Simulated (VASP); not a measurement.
A run of VASP 6.6.1:

The input INCAR:

```
SYSTEM = Si
PREC = Accurate
ENCUT = 520
EDIFF = 1E-6
ISMEAR = 0
SIGMA = 0.01
LREAL = .False.
LASPH = .True.
NELM = 60
ALGO = Normal
ISIF = 2
LWAVE = .False.
LCHARG = .False.
IBRION = 2
NSW = 80
EDIFFG = -5E-4
```

Contents of KPOINTS:

```
Automatic mesh
0
Gamma
  10 10 10
  0 0 0
```

The input POSCAR:

```
Si
1.0
    0.0000000000      2.7144783717      2.7144783717
    2.7144783717      0.0000000000      2.7144783717
    2.7144783717      2.7144783717      0.0000000000
Si
2
Direct
    0.0000000000      0.0000000000      0.0000000000
    0.2500000000      0.2500000000      0.2500000000
```

Potentials or basis: VASP PAW LDA potentials, release 64 (Si).

Run with:

```bash
$ cat potpaw_LDA.64/Si/POTCAR > POTCAR
$ mpirun -np 1 vasp_std > vasp.out
```

Hardware: 1 thread of Intel(R) Xeon(R) Platinum 8488C (Sapphire Rapids), on a shared host.

Task: Estimate the wall time of this run.

Result: Wall time 9.9 s on 1 thread of Intel(R) Xeon(R) Platinum 8488C (Sapphire Rapids), with other jobs on the host, peak memory 0.14 GiB. Counts: scf iterations 11, k points 47, ion steps 1.
